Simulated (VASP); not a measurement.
# Cu (P2/m) in VASP: a series of runs

The runs below take Cu through single point, with PBE+D3(BJ).

All numbers are computed with VASP 6.6.1; they aren't measurements. Logs are shortened: lines on timing, memory, paths and dates and some standing lists are left out, and cuts for length are marked.

## Step 1: The cell of the first run

It takes space group P2/m (No. 10, monoclinic). The conventional cell has a = 11.569 Å, b = 2.292 Å, c = 22.224 Å, α = 90.00°, β = 101.93°, γ = 90.00°. Within 3.0 Å of Cu (site symmetry 2/m) lie 2 Cu at 2.29 Å.

## Step 2: Single point, PBE+D3(BJ)

INCAR reads:

```
SYSTEM = Cu
PREC = Accurate
ENCUT = 520
EDIFF = 1E-6
ISMEAR = 0
SIGMA = 0.15
LREAL = .False.
LASPH = .True.
NELM = 80
ALGO = Fast
ISIF = 2
LWAVE = .False.
LCHARG = .False.
GGA = PE
IVDW = 12
NBANDS = 12
```

KPOINTS reads:

```
Automatic mesh
0
Gamma
  25 3 6
  0 0 0
```

POSCAR reads:

```
Cu
1.0
    0.0000000000     -2.2922571009      0.0000000000
   -6.9738504666      0.0000000000    -21.7433430167
   11.5689547596      0.0000000000      0.0000019255
Cu
1
Direct
    0.5000000000      0.5000000000      0.0000000000
```

Potentials or basis: VASP PAW PBE potentials, release 64 (Cu).

Started as:

```sh
$ cat potpaw_PBE.64/Cu/POTCAR > POTCAR
$ mpirun -np 1 vasp_std > vasp.out
```

OUTCAR:

```text
SYSTEM = Cu
   PREC = Accurate
   ENCUT = 520
   EDIFF = 1E-6
   ISMEAR = 0
   LREAL = .False.
   LASPH = .True.
   NELM = 80
   ISIF = 2
   GGA = PE
   IVDW = 12
 IVDW          = 12

 ion  position               nearest neighbor table
   1  0.500  0.500  0.000-

  LATTYP: Found a simple monoclinic cell.
 ALAT       =    11.5689547596
 B/A-ratio  =     0.1981386520
 C/A-ratio  =     1.9209676673
 COS(beta)  =    -0.2067668221

  Lattice vectors:

 A1 = (  11.5689547596,   0.0000000000,   0.0000019255)
 A2 = (   0.0000000000,   2.2922571009,   0.0000000000)
 A3 = (  -4.5951042930,   0.0000000000,  21.7433410912)

Analysis of symmetry for initial positions (statically):
=====================================================================
 Subroutine PRICEL returns:
 Original cell was already a primitive cell.

 Routine SETGRP: Setting up the symmetry group for a
 simple monoclinic supercell.

 Subroutine GETGRP returns: Found  4 space group operations
 (whereof  4 operations were pure point group operations)
 out of a pool of  4 trial point group operations.

The static configuration has the point symmetry C_2h.

Analysis of symmetry for dynamics (positions and initial velocities):
=====================================================================
 Subroutine PRICEL returns:
 Original cell was already a primitive cell.

 Routine SETGRP: Setting up the symmetry group for a
 simple monoclinic supercell.

 Subroutine GETGRP returns: Found  4 space group operations
 (whereof  4 operations were pure point group operations)
 out of a pool of  4 trial point group operations.

The dynamic configuration has the point symmetry C_2h.

 Subroutine INISYM returns: Found  4 space group operations
 (whereof  4 operations are pure point group operations),
 and found     1 'primitive' translations

----------------------------------------------------------------------------------------

                                     Primitive cell

  volume of cell :     576.6121

  direct lattice vectors                    reciprocal lattice vectors
     0.000000000 -2.292257101  0.000000000     0.000000000 -0.436251239  0.000000000
    -6.973850467  0.000000000-21.743343017     0.000000008  0.000000000 -0.045991090
    11.568954760  0.000000000  0.000001926     0.086438237  0.000000000 -0.027723765

  length of vectors
     2.292257101 22.834350349 11.568954760     0.436251239  0.045991090  0.090775415

  position of ions in fractional coordinates (direct lattice)
     0.500000000  0.500000000  0.000000000

  ion indices of the primitive-cell ions
   primitive index   ion index
                 1           1

----------------------------------------------------------------------------------------

 KPOINTS: Automatic mesh

Automatic generation of k-mesh.
 Grid dimensions read from file:
 generate k-points for:   25    3    6

 Generating k-lattice:

  Cartesian coordinates                     Fractional coordinates (reciprocal lattice)
     0.000000000 -0.017450050  0.000000000     0.040000000  0.000000000  0.000000000
     0.000000003  0.000000000 -0.015330363     0.000000000  0.333333333 -0.000000000
     0.014406373  0.000000000 -0.004620628     0.000000000 -0.000000000  0.166666667

  Length of vectors
     0.017450050  0.015330363  0.015129236

  Shift w.r.t. Gamma in fractional coordinates (k-lattice)
     0.000000000  0.000000000  0.000000000

 Subroutine IBZKPT returns following result:
 ===========================================

 Found    130 irreducible k-points:

 Following reciprocal coordinates:
            Coordinates               Weight
  0.000000  0.000000  0.000000      1.000000
  0.040000  0.000000  0.000000      2.000000
  0.080000  0.000000  0.000000      2.000000
  0.120000  0.000000  0.000000      2.000000
  0.160000  0.000000  0.000000      2.000000
  0.200000  0.000000  0.000000      2.000000
[... 16 lines left out ...]
  0.360000  0.333333  0.000000      4.000000
  0.400000  0.333333  0.000000      4.000000
 [... further k-points ...]
   k-points           NKPTS =    130   k-points in BZ     NKDIM =    130   number of bands    NBANDS=     12
   number of dos      NEDOS =    301   number of ions     NIONS =      1
   total plane-waves  NPLWV = 291600
   dimension x,y,z NGX =    18 NGY =  180 NGZ =   90
   dimension x,y,z NGXF=    36 NGYF=  360 NGZF=  180
   ions per type =               1
   NGX,Y,Z   is equivalent  to a cutoff of  13.05, 13.10, 12.93 a.u.
   NGXF,Y,Z  is equivalent  to a cutoff of  26.11, 26.21, 25.87 a.u.
 SYSTEM =  Cu
   PREC   = accura    normal or accurate (medium, high low for compatibility)
   ISTART =      0    job   : 0-new  1-cont  2-samecut
   ICHARG =      2    charge: 1-file 2-atom 10-const
   ISPIN  =      1    spin polarized calculation?
   LNONCOLLINEAR =      F non collinear calculations
   LSORBIT =      F    spin-orbit coupling
   LASPH  =      T    aspherical Exc in radial PAW
   ENCUT  =  520.0 eV  38.22 Ry    6.18 a.u.   4.26 42.46 21.51*2*pi/ulx,y,z
   NELM   =     80;   NELMIN=  2; NELMDL= -5     # of ELM steps
   EDIFF  = 0.1E-05   stopping-criterion for ELM
   LREAL  =      F    real-space projection
   EDIFFG = 0.1E-04   stopping-criterion for IOM
   NSW    =      0    number of steps for IOM
   IBRION =     -1    ionic relax: 0-MD 1-quasi-New 2-CG
   NFREE  =      0    steps in history (QN), initial steepest desc. (CG)
   ISIF   =      2    stress and relaxation
   ISYM   =      2    0-nonsym 1-usesym 2-fastsym
   POTIM  = 0.5000    time-step for ionic-motion
   TEBEG  =    0.0;   TEEND  =   0.0 temperature during run
   PSTRESS=    0.0 pullay stress
   NELECT =      11.0000    total number of electrons
   NUPDOWN=      -1.0000    fix difference up-down
   EMIN   =  10.00;   EMAX   =-10.00  energy-range for DOS
   EFERMI =   0.00;   METHOD = LEGACY
   ISMEAR =     0;   SIGMA  =   0.15  broadening in eV -4-tet -1-fermi 0-gaus
   EFERMI_NEDOS =   21; number of points for ismear=-14 and -15
   IALGO  =     68    algorithm
   IMIX   =      4    mixing-type and parameters
     AMIX     =   0.40;   BMIX     =  1.00
     AMIX_MAG =   1.60;   BMIX_MAG =  1.00
  volume/ion in A,a.u.               =     576.61      3891.17
  Fermi-wavevector in a.u.,A,eV,Ry     =   0.437433  0.826628  2.603438  0.191347
  Thomas-Fermi vector in A             =   1.410293
   LORBIT       =      0    0 simple, 1 ext, 2 COOP (PROOUT), +10 PAW based schemes
   GGA     = PE    functional components
   LHFCALC =     F    Hartree Fock is set to
   AEXX    =    0.0000 exact exchange contribution
   IVDW    =    12    specifies the selected vdW correction
   LEPSILON=     F    determine dielectric tensor
   LRPA    =     F    only Hartree local field effects (RPA)
 non-spin polarized calculation
 RMM-DIIS sequential band-by-band and
 Gauss-broadening in eV      SIGMA  =   0.15
  energy-cutoff  :      520.00
  volume of cell :      576.61
 maximum number of plane-waves:     15594
 NGX is ok and might be reduce to    18

 number of electron      10.9999997 magnetization

 Free energy of the ion-electron system (eV)
  ---------------------------------------------------
  ext. energy  EPLUGINS =         0.00000000
  ---------------------------------------------------
  free energy    TOTEN  =        -1.75877067 eV

  energy without entropy =       -1.74348183  energy(sigma->0) =       -1.75112625

 E-fermi :  -4.9233     XC(G=0):  -0.7617

 val. band max:       -5.0341306987   @ k =   0.0000   0.3333   0.1667
 cond. band min:      -4.8014198267   @ k =   0.2800   0.3333   0.0000
 fundamental gap:      0.2327108721
 Fermi energy:        -4.9232756561

 k-point     1 :       0.0000    0.0000    0.0000
  band No.  band energies     occupation
      1      -8.2759      2.00000
      2      -6.0299      2.00000
      3      -5.8282      2.00000
      4      -5.8282      2.00000
      5      -5.0341      1.70407
      6      -5.0341      1.70405
      7      -2.0405      0.00000
      8      -2.0322      0.00000
      9      -0.0102      0.00000
     10       0.4096      0.00000
     11       0.5015      0.00000
     12       0.9257      0.00000

 k-point     2 :       0.0400    0.0000    0.0000
  band No.  band energies     occupation
      1      -8.2205      2.00000
      2      -6.0085      2.00000
      3      -5.8223      2.00000
      4      -5.8222      2.00000
      5      -5.0756      1.84902
      6      -5.0756      1.84901
      7      -1.9732      0.00000
      8      -1.9647      0.00000
      9       0.0347      0.00000
     10       0.4552      0.00000
     11       0.5484      0.00000
     12       0.9710      0.00000

 k-point     3 :       0.0800    0.0000    0.0000
  band No.  band energies     occupation
      1      -8.0558      2.00000
      2      -5.9448      2.00000
      3      -5.8047      2.00000
      4      -5.8047      2.00000
      5      -5.1905      1.98825
      6      -5.1905      1.98825
      7      -1.7792      0.00000
      8      -1.7700      0.00000
      9       0.1696      0.00000
     10       0.5919      0.00000
     11       0.6891      0.00000
     12       1.1068      0.00000
[... 286 lines left out ...]
 k-point    23 :       0.3600    0.3333    0.0000
  band No.  band energies     occupation
      1      -6.4630      2.00000
      2      -6.4630      2.00000
      3      -5.5189      2.00000
      4      -5.5189      2.00000
      5      -5.4309      2.00000
      6      -3.4341      0.00000
      7       2.1116      0.00000
      8       2.1269      0.00000
      9       3.6165      0.00000
     10       4.0149      0.00000
     11       4.3665      0.00000
     12       4.6235      0.00000

 k-point    24 :       0.4000    0.3333    0.0000
  band No.  band energies     occupation
      1      -6.5731      2.00000
      2      -6.5731      2.00000
      3      -5.4867      2.00000
      4      -5.4867      2.00000
      5      -5.2631      1.99864
      6      -2.5582      0.00000
      7       2.9686      0.00000
      8       2.9835      0.00000
      9       4.0137      0.00000
     10       4.7470      0.00000
     11       4.8973      0.00000
     12       5.2414      0.00000

 [... further k-points ...]

------------------------ aborting loop because EDIFF is reached ----------------------------------------

 Edisp (eV)   -0.04115

 E8    (eV) :    -0.0193

  FORCE on cell =-STRESS in cart. coord.  units (eV):
  Direction    XX          YY          ZZ          XY          YZ          ZX
  --------------------------------------------------------------------------------------
  -------------------------------------------------------------------------------------
  Total       0.00981     0.11468     0.01163     0.00000     0.00000     0.00005
  in kB       0.02726     0.31864     0.03232     0.00000     0.00000     0.00013
  external pressure =        0.13 kB  Pullay stress =        0.00 kB

 VOLUME and BASIS-vectors are now :
 -----------------------------------------------------------------------------
  energy-cutoff  :      520.00
  volume of cell :      576.61
      direct lattice vectors                 reciprocal lattice vectors
     0.000000000 -2.292257101  0.000000000     0.000000000 -0.436251239  0.000000000
    -6.973850467  0.000000000-21.743343017     0.000000008  0.000000000 -0.045991090
    11.568954760  0.000000000  0.000001926     0.086438237  0.000000000 -0.027723765

 POSITION                                       TOTAL-FORCE (eV/Angst)
 -----------------------------------------------------------------------------------
     -3.48693     -1.14613    -10.87167         0.000000      0.000000      0.000000
 -----------------------------------------------------------------------------------
    total drift:                               -0.000000     -0.000000     -0.000000

  FREE ENERGIE OF THE ION-ELECTRON SYSTEM (eV)
  ---------------------------------------------------
  free  energy   TOTEN  =        -1.7999180911 eV

  energy  without entropy=       -1.7846292506  energy(sigma->0) =       -1.79227367
```

It took 21 min on 1 thread of AMD EPYC 7R43 (Zen 3), shared host; peak memory 1.2 GiB.

Results:

```yaml
Free_energy: -1.7999 eV
Pressure: 0.0 GPa
Band_gap_on_the_k_mesh: zero (an odd number of electrons rules out a gap without spin polarisation)
Dispersion_energy_per_atom: -0.041 eV
```

Levels at points of the mesh, in eV from the Fermi level:
| k point | band 3 | band 4 | band 5 | band 6 | band 7 | band 8 | band 9 | band 10 |
| --- | --- | --- | --- | --- | --- | --- | --- | --- |
| (0.00, 0.00, 0.00) | -0.90 | -0.90 | -0.11 | -0.11 | 2.88 | 2.89 | 4.91 | 5.33 |
| (0.00, 0.00, 0.50) | -0.90 | -0.90 | -0.11 | -0.11 | 2.88 | 2.88 | 5.23 | 5.41 |

## Step 3: Single point, PBE+D3(BJ)

This run uses another cell than the first one, of the same volume but with other edges.

INCAR reads:

```
SYSTEM = Cu
PREC = Accurate
ENCUT = 520
EDIFF = 1E-7
ISMEAR = 0
SIGMA = 0.15
LREAL = .FALSE.
LASPH = .TRUE.
NELM = 100
ALGO = Fast
ISIF = 2
LWAVE = .FALSE.
LCHARG = .FALSE.
GGA = PE
IVDW = 12
NBANDS = 12
```

KPOINTS reads:

```
Automatic mesh
0
G
  6 25 3
  0 0 0
```

POSCAR reads:

```
Cu
1.0
  -11.5689547596      0.0000000000     -0.0000019255
    0.0000000000     -2.2922571009      0.0000000000
   -4.5951042930      0.0000000000     21.7433410912
Cu
1
Direct
    0.5000000000      0.5000000000      0.5000000000
```

Potentials or basis: VASP PAW PBE potentials, release 64 (Cu).

Started as:

```sh
$ cat potpaw_PBE.64/Cu/POTCAR > POTCAR
$ mpirun -np 1 vasp_std > vasp.out
```

It took 28 min on 1 thread of AMD EPYC 7R43 (Zen 3), shared host; peak memory 1.2 GiB.

The run converged. Its results:

```
Free energy                : -1.7999 eV
Pressure                   : 0.0 GPa
Band gap on the k mesh     : zero (an odd number of electrons rules out a gap without spin polarisation)
Dispersion energy per atom : -0.041 eV
```

Levels at points of the mesh, in eV from the Fermi level:
```tsv
k point	band 4	band 5	band 6	band 7	band 8	band 9
(0.00, 0.00, 0.00)	-0.90	-0.11	-0.11	2.88	2.89	4.91
(0.50, 0.00, 0.00)	-0.90	-0.11	-0.11	2.88	2.88	5.22
```
